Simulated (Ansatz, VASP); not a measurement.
**One calculation of Te2Mo, two programs**

```
Te Mo
1.0
     3.41782    0.00000    0.00000
    -1.70891    2.95992    0.00000
     0.00000    0.00000   18.92598
Te Mo
2 1
Direct
  0.33333 0.66667 0.89786
  0.33333 0.66667 0.10214
  0.00000 0.00000 0.00000
```

Change from the starting cell: strain -0.040 along x and y, +0.080 along z, atoms carried along.

Alike in both runs: task single point; functional r2SCAN; k mesh 12 × 12 × 2; occupations gaussian, width 0.05 eV; no spin polarisation.

```csv
,VASP,Ansatz
version,VASP 6.6.1,Ansatz 0.2.0
potentials or method,"VASP PAW PBE potentials, release 64 (Te, Mo_sv), cutoff 520 eV","scalar-relativistic, plane waves, PAW"
valence electrons in the cell,26,46
```

Ansatz gave:

* gap on the k mesh at the Fermi level (eV): 1.02
* least direct gap on the mesh (eV): 1.40
* rms of the force components (eV/Å): 0.535

**Question.** What did VASP give for the same quantities?

**Answer.** gap on the k mesh at the Fermi level (eV): 1.02; least direct gap on the mesh (eV): 1.40; rms of the force components (eV/Å): 0.526.

VASP's potentials were made for PBE, not for r2SCAN. Atom by atom the forces differ by 0.009 eV/Å (rms over components). VASP's potentials hold 26 valence electrons a cell and Ansatz's 46, so a difference there can come from the potentials and not from the codes.

Neither program's run includes spin-orbit coupling.
